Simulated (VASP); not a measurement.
# Ti2Te (Pn-3m) in VASP: relaxation of cell and atoms with PBE

Aim: the relaxation of cell and atoms of Ti2Te with PBE.

Everything below comes from runs of VASP 6.6.1. Logs are shortened: lines on timing, memory, paths and dates and some standing lists are left out, and cuts for length are marked.

## Step 1: The cell of the first run

Symmetry: Pn-3m, No. 224, cubic system. Conventional cell: a = 5.192 Å, b = 5.192 Å, c = 5.192 Å, α = 90.00°, β = 90.00°, γ = 90.00°. Ti (site symmetry -3m) has 2 Te at 2.25 Å within 3.0 Å. Te (site symmetry -43m) has 4 Ti at 2.25 Å within 3.0 Å.

## Step 2: Relaxation of cell and atoms, PBE

INCAR

```
SYSTEM = Ti2Te
ALGO     = Normal         ! electronic algorithm
EDIFF    = 1E-6           ! SCF threshold, eV
EDIFFG   = -0.04          ! ionic threshold
ENCUT    = 600            ! plane-wave cutoff, eV
GGA      = PE             ! functional
IBRION   = 2              ! ionic algorithm
ISIF     = 3              ! what is computed and relaxed
ISMEAR   = 0              ! smearing method
LASPH    = .TRUE.         ! aspherical terms in the spheres
LCHARG   = .FALSE.        ! write CHGCAR
LREAL    = .FALSE.        ! projectors in reciprocal space
LWAVE    = .FALSE.        ! write WAVECAR
NELM     = 60             ! most SCF steps
NSW      = 90             ! ionic steps
PREC     = Accurate       ! precision mode
SIGMA    = 0.1            ! smearing width, eV
```

KPOINTS

```
k-points
0
G
  4 4 4
  0 0 0
```

POSCAR

```
Ti2Te
1.0
    5.1921602819      0.0000000000      0.0000000000
    0.0000000000      5.1921602819      0.0000000000
    0.0000000000      0.0000000000      5.1921602819
Ti Te
4 2
Direct
    0.2500000000      0.2500000000      0.2500000000
    0.2500000000      0.7500000000      0.7500000000
    0.7500000000      0.7500000000      0.2500000000
    0.7500000000      0.2500000000      0.7500000000
    0.0000000000      0.0000000000      0.0000000000
    0.5000000000      0.5000000000      0.5000000000
```

Potentials or basis: VASP PAW PBE potentials, release 64 (Ti_sv, Te).

The run is started by

```
cat potpaw_PBE.64/Ti_sv/POTCAR potpaw_PBE.64/Te/POTCAR > POTCAR
mpirun -np 1 vasp_std > vasp.out
```

OUTCAR:

```text
SYSTEM = Ti2Te
   EDIFF = 1E-6
   EDIFFG = -0.04
   ENCUT = 600
   GGA = PE
   IBRION = 2
   ISIF = 3
   ISMEAR = 0
   LASPH = .TRUE.
   LREAL = .FALSE.
   NELM = 60
   NSW = 90
   PREC = Accurate

 ion  position               nearest neighbor table
   1  0.250  0.250  0.250-   5 2.25   6 2.25
   2  0.250  0.750  0.750-   5 2.25   6 2.25
   3  0.750  0.750  0.250-   5 2.25   6 2.25
   4  0.750  0.250  0.750-   5 2.25   6 2.25
   5  0.000  0.000  0.000-   1 2.25   2 2.25   3 2.25   4 2.25
   6  0.500  0.500  0.500-   1 2.25   2 2.25   3 2.25   4 2.25

  LATTYP: Found a simple cubic cell.
 ALAT       =     5.1921602819

  Lattice vectors:

 A1 = (   5.1921602819,   0.0000000000,   0.0000000000)
 A2 = (   0.0000000000,   5.1921602819,   0.0000000000)
 A3 = (   0.0000000000,   0.0000000000,   5.1921602819)

Analysis of symmetry for initial positions (statically):
=====================================================================
 Subroutine PRICEL returns:
 Original cell was already a primitive cell.

 Routine SETGRP: Setting up the symmetry group for a
 simple cubic supercell.

 Subroutine GETGRP returns: Found 48 space group operations
 (whereof 24 operations were pure point group operations)
 out of a pool of 48 trial point group operations.

The static configuration has the point symmetry T_d .
 The point group associated with its full space group is O_h .

Analysis of symmetry for dynamics (positions and initial velocities):
=====================================================================
 Subroutine PRICEL returns:
 Original cell was already a primitive cell.

 Routine SETGRP: Setting up the symmetry group for a
 simple cubic supercell.

 Subroutine GETGRP returns: Found 48 space group operations
 (whereof 24 operations were pure point group operations)
 out of a pool of 48 trial point group operations.

The dynamic configuration has the point symmetry T_d .
 The point group associated with its full space group is O_h .

 Subroutine INISYM returns: Found 48 space group operations
 (whereof 24 operations are pure point group operations),
 and found     1 'primitive' translations

----------------------------------------------------------------------------------------

                                     Primitive cell

  volume of cell :     139.9730

  direct lattice vectors                    reciprocal lattice vectors
     5.192160282  0.000000000  0.000000000     0.192598060  0.000000000  0.000000000
     0.000000000  5.192160282  0.000000000     0.000000000  0.192598060  0.000000000
     0.000000000  0.000000000  5.192160282     0.000000000  0.000000000  0.192598060

  length of vectors
     5.192160282  5.192160282  5.192160282     0.192598060  0.192598060  0.192598060

  position of ions in fractional coordinates (direct lattice)
     0.250000000  0.250000000  0.250000000
     0.250000000  0.750000000  0.750000000
     0.750000000  0.750000000  0.250000000
     0.750000000  0.250000000  0.750000000
     0.000000000  0.000000000  0.000000000
     0.500000000  0.500000000  0.500000000

  ion indices of the primitive-cell ions
   primitive index   ion index
                 1           1
                 2           2
                 3           3
                 4           4
                 5           5
                 6           6

----------------------------------------------------------------------------------------

 KPOINTS: k-points

Automatic generation of k-mesh.
 Grid dimensions read from file:
 generate k-points for:    4    4    4

 Generating k-lattice:

  Cartesian coordinates                     Fractional coordinates (reciprocal lattice)
     0.048149515  0.000000000  0.000000000     0.250000000  0.000000000  0.000000000
     0.000000000  0.048149515  0.000000000     0.000000000  0.250000000  0.000000000
     0.000000000  0.000000000  0.048149515     0.000000000  0.000000000  0.250000000

  Length of vectors
     0.048149515  0.048149515  0.048149515

  Shift w.r.t. Gamma in fractional coordinates (k-lattice)
     0.000000000  0.000000000  0.000000000

 Subroutine IBZKPT returns following result:
 ===========================================

 Found     10 irreducible k-points:

 Following reciprocal coordinates:
            Coordinates               Weight
  0.000000  0.000000  0.000000      1.000000
  0.250000  0.000000  0.000000      6.000000
  0.500000  0.000000  0.000000      3.000000
  0.250000  0.250000  0.000000     12.000000
  0.500000  0.250000  0.000000     12.000000
  0.500000  0.500000  0.000000      3.000000
  0.250000  0.250000  0.250000      8.000000
  0.500000  0.250000  0.250000     12.000000
  0.500000  0.500000  0.250000      6.000000
  0.500000  0.500000  0.500000      1.000000
   k-points           NKPTS =     10   k-points in BZ     NKDIM =     10   number of bands    NBANDS=     36
   number of dos      NEDOS =    301   number of ions     NIONS =      6
   total plane-waves  NPLWV =  74088
   dimension x,y,z NGX =    42 NGY =   42 NGZ =   42
   dimension x,y,z NGXF=    84 NGYF=   84 NGZF=   84
   ions per type =               4   2
   NGX,Y,Z   is equivalent  to a cutoff of  13.45, 13.45, 13.45 a.u.
   NGXF,Y,Z  is equivalent  to a cutoff of  26.90, 26.90, 26.90 a.u.
 SYSTEM =  Ti2Te
   PREC   = accura    normal or accurate (medium, high low for compatibility)
   ISTART =      0    job   : 0-new  1-cont  2-samecut
   ICHARG =      2    charge: 1-file 2-atom 10-const
   ISPIN  =      1    spin polarized calculation?
   LNONCOLLINEAR =      F non collinear calculations
   LSORBIT =      F    spin-orbit coupling
   LASPH  =      T    aspherical Exc in radial PAW
   ENCUT  =  600.0 eV  44.10 Ry    6.64 a.u.  10.37 10.37 10.37*2*pi/ulx,y,z
   NELM   =     60;   NELMIN=  2; NELMDL= -5     # of ELM steps
   EDIFF  = 0.1E-05   stopping-criterion for ELM
   LREAL  =      F    real-space projection
   EDIFFG = -.4E-01   stopping-criterion for IOM
   NSW    =     90    number of steps for IOM
   IBRION =      2    ionic relax: 0-MD 1-quasi-New 2-CG
   NFREE  =      1    steps in history (QN), initial steepest desc. (CG)
   ISIF   =      3    stress and relaxation
   ISYM   =      2    0-nonsym 1-usesym 2-fastsym
   POTIM  = 0.5000    time-step for ionic-motion
   TEBEG  =    0.0;   TEEND  =   0.0 temperature during run
   PSTRESS=    0.0 pullay stress
   NELECT =      60.0000    total number of electrons
   NUPDOWN=      -1.0000    fix difference up-down
   EMIN   =  10.00;   EMAX   =-10.00  energy-range for DOS
   EFERMI =   0.00;   METHOD = LEGACY
   ISMEAR =     0;   SIGMA  =   0.10  broadening in eV -4-tet -1-fermi 0-gaus
   EFERMI_NEDOS =   21; number of points for ismear=-14 and -15
   IALGO  =     38    algorithm
   IMIX   =      4    mixing-type and parameters
     AMIX     =   0.40;   BMIX     =  1.00
     AMIX_MAG =   1.60;   BMIX_MAG =  1.00
  volume/ion in A,a.u.               =      23.33       157.43
  Fermi-wavevector in a.u.,A,eV,Ry     =   1.234366  2.332613 20.730633  1.523659
  Thomas-Fermi vector in A             =   2.369059
   LORBIT       =      0    0 simple, 1 ext, 2 COOP (PROOUT), +10 PAW based schemes
   GGA     = PE    functional components
   LHFCALC =     F    Hartree Fock is set to
   AEXX    =    0.0000 exact exchange contribution
   IVDW    =     0    specifies the selected vdW correction
   LEPSILON=     F    determine dielectric tensor
   LRPA    =     F    only Hartree local field effects (RPA)
 conjugate gradient relaxation of ions
 non-spin polarized calculation
 Gauss-broadening in eV      SIGMA  =   0.10
  energy-cutoff  :      600.00
  volume of cell :      139.97
 maximum number of plane-waves:      4700
 NGX is ok and might be reduce to    42
   NGX = 21   NGY = 21   NGZ = 21

--------------------------------------- Ionic step        1  -------------------------------------------

 number of electron      59.9999968 magnetization

 Free energy of the ion-electron system (eV)
  ---------------------------------------------------
  ext. energy  EPLUGINS =         0.00000000
  ---------------------------------------------------
  free energy    TOTEN  =       -24.88877975 eV

  energy without entropy =      -24.81497492  energy(sigma->0) =      -24.85187733

 E-fermi :   7.2993     XC(G=0): -10.0807

 val. band max:        7.2795824029   @ k =   0.5000   0.5000   0.0000
 cond. band min:       7.3052853737   @ k =   0.5000   0.2500   0.2500
 fundamental gap:      0.0257029708
 Fermi energy:         7.2993057369

 k-point     1 :       0.0000    0.0000    0.0000
  band No.  band energies     occupation
      1     -49.8638      2.00000
      2     -49.8459      2.00000
      3     -49.8459      2.00000
      4     -49.8459      2.00000
      5     -26.4933      2.00000
      6     -26.2988      2.00000
[... 28 lines left out ...]
     35       8.1281      0.00000
     36       8.1343      0.00000
[... 411 lines left out ...]
 POSITION                                       TOTAL-FORCE (eV/Angst)
 -----------------------------------------------------------------------------------
      1.61259      1.61259      1.61259        -0.000000     -0.000000     -0.000000
      1.61259      4.83778      4.83778         0.000000      0.000000      0.000000
      4.83778      4.83778      1.61259         0.000000     -0.000000     -0.000000
      4.83778      1.61259      4.83778        -0.000000      0.000000     -0.000000
      0.00000      6.45038      0.00000        -0.000000      0.000000      0.000000
      3.22519      3.22519      3.22519        -0.000000      0.000000      0.000000
 -----------------------------------------------------------------------------------
    total drift:                                0.000000      0.000000     -0.000000

  FREE ENERGIE OF THE ION-ELECTRON SYSTEM (eV)
  ---------------------------------------------------
  free  energy   TOTEN  =       -28.2396084752 eV

  energy  without entropy=      -28.0865915968  energy(sigma->0) =      -28.16310004

--------------------------------------- Ionic step        3  -------------------------------------------

 number of electron      59.9999961 magnetization

 Free energy of the ion-electron system (eV)
  ---------------------------------------------------
  ext. energy  EPLUGINS =         0.00000000
  ---------------------------------------------------
  free energy    TOTEN  =       -29.88753599 eV

  energy without entropy =      -29.77670928  energy(sigma->0) =      -29.83212263

 E-fermi :   4.1235     XC(G=0):  -8.5380

 val. band max:        4.1224459418   @ k =   0.5000   0.2500   0.2500
 cond. band min:       4.1311353046   @ k =   0.2500   0.2500   0.0000
 fundamental gap:      0.0086893628
 Fermi energy:         4.1234967812

 k-point     1 :       0.0000    0.0000    0.0000
  band No.  band energies     occupation
      1     -53.5138      2.00000
      2     -53.5119      2.00000
      3     -53.5119      2.00000
      4     -53.5119      2.00000
      5     -29.8747      2.00000
      6     -29.8747      2.00000
[... 28 lines left out ...]
     35       4.5740      0.00000
     36       4.5773      0.00000
[... 362 lines left out ...]
 VOLUME and BASIS-vectors are now :
 -----------------------------------------------------------------------------
  energy-cutoff  :      600.00
  volume of cell :      204.02
      direct lattice vectors                 reciprocal lattice vectors
     5.886922205  0.000000000 -0.000000000     0.169868051 -0.000000000  0.000000000
     0.000000000  5.886922205  0.000000000    -0.000000000  0.169868051 -0.000000000
    -0.000000000  0.000000000  5.886922205     0.000000000 -0.000000000  0.169868051

 POSITION                                       TOTAL-FORCE (eV/Angst)
 -----------------------------------------------------------------------------------
      1.47173      1.47173      1.47173         0.000000     -0.000000     -0.000000
      1.47173      4.41519      4.41519        -0.000000     -0.000000      0.000000
      4.41519      4.41519      1.47173        -0.000000      0.000000      0.000000
      4.41519      1.47173      4.41519         0.000000      0.000000     -0.000000
      0.00000      0.00000      0.00000        -0.000000     -0.000000      0.000000
      2.94346      2.94346      2.94346        -0.000000     -0.000000      0.000000
 -----------------------------------------------------------------------------------
    total drift:                                0.000000      0.000000     -0.000000

  FREE ENERGIE OF THE ION-ELECTRON SYSTEM (eV)
  ---------------------------------------------------
  free  energy   TOTEN  =       -29.8875359882 eV

  energy  without entropy=      -29.7767092777  energy(sigma->0) =      -29.83212263

 reached required accuracy - stopping structural energy minimisation
```

Run time: 9.2 min. Hardware: 1 thread of AMD EPYC 7R13, shared host; peak memory 0.26 GiB.

Results:

```yaml
Free_energy: -29.8875 eV
Relaxed_volume: 34.00 Å³/atom
Relaxed_cell: a = 5.887 Å, b = 5.887 Å, c = 5.887 Å, α = 90.00°, β = 90.00°, γ = 90.00°
Space_group_after_relaxing_to_0.1_Å: Pn-3m (No. 224)
Energy_gained_by_relaxing: 833.1 meV/atom
Ionic_steps: 3
Pressure_after_relaxing: -0.1 GPa
Band_gap_on_the_k_mesh: zero (bands 30 and 31 overlap by 0.30 eV)
```

The path:
```csv
step,energy change (eV),largest force (eV/Å),pressure (GPa),volume (Å³)
1,0.0000,0.0000,34.50,139.97
2,-3.3508,0.0000,-6.37,268.38
3,-4.9988,0.0000,-0.06,204.02
```

Final structure:
```
CELL_PARAMETERS angstrom
5.88692 0.00000 0.00000
0.00000 5.88692 0.00000
0.00000 0.00000 5.88692
ATOMIC_POSITIONS crystal
Ti 0.25000 0.25000 0.25000
Ti 0.25000 0.75000 0.75000
Ti 0.75000 0.75000 0.25000
Ti 0.75000 0.25000 0.75000
Te 0.00000 0.00000 0.00000
Te 0.50000 0.50000 0.50000
```

Levels at points of the mesh, in eV from the Fermi level:
```csv
k point,band 27,band 28,band 29,band 30,band 31,band 32,band 33,band 34
"(0.00, 0.00, 0.00)",-0.70,-0.48,-0.48,-0.48,0.28,0.28,0.45,0.45
"(0.50, 0.00, 0.00)",-0.46,-0.46,0.09,0.09,0.14,0.14,0.22,0.22
"(0.50, 0.50, 0.00)",-0.67,-0.67,0.02,0.02,0.12,0.12,0.15,0.15
"(0.50, 0.50, 0.50)",-0.77,-0.27,-0.27,0.20,0.20,0.20,0.30,0.30
```

Caveat: the volume moved by over 15 % at a fixed basis, so the end points are rough; spin-orbit coupling is left out, which moves the levels of the heavy elements.
